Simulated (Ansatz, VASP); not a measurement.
## Si in VASP and in Ansatz

```
Si
1.0
     0.00000    2.73505    2.73505
     2.73505    0.00000    2.73505
     2.73505    2.73505    0.00000
Si
2
Cartesian
  4.1026 4.1026 4.1026
  2.7350 2.7350 2.7350
```

Alike in both runs: functional PBE; k mesh 8 × 8 × 8; occupations gaussian, width 0.02 eV; no spin polarisation.

Ansatz relaxed the structure, and its values are those at the end. VASP's run is a single point on that final structure, the one shown.

|  | VASP | Ansatz |
| --- | --- | --- |
| version | VASP 6.6.1 | Ansatz 0.2.0 |
| potentials or method | VASP PAW PBE potentials, release 64 (Si), cutoff 520 eV | scalar-relativistic, plane waves, PAW |
| valence electrons in the cell | 8 | 8 |

VASP gave:

- gap on the k mesh at the Fermi level (eV): 0.65
- least direct gap on the mesh (eV): 2.56
- pressure (GPa): -0.1

Q: Which values does Ansatz return?

A: gap on the k mesh at the Fermi level (eV): 0.65; least direct gap on the mesh (eV): 2.55; pressure (GPa): 0.0.
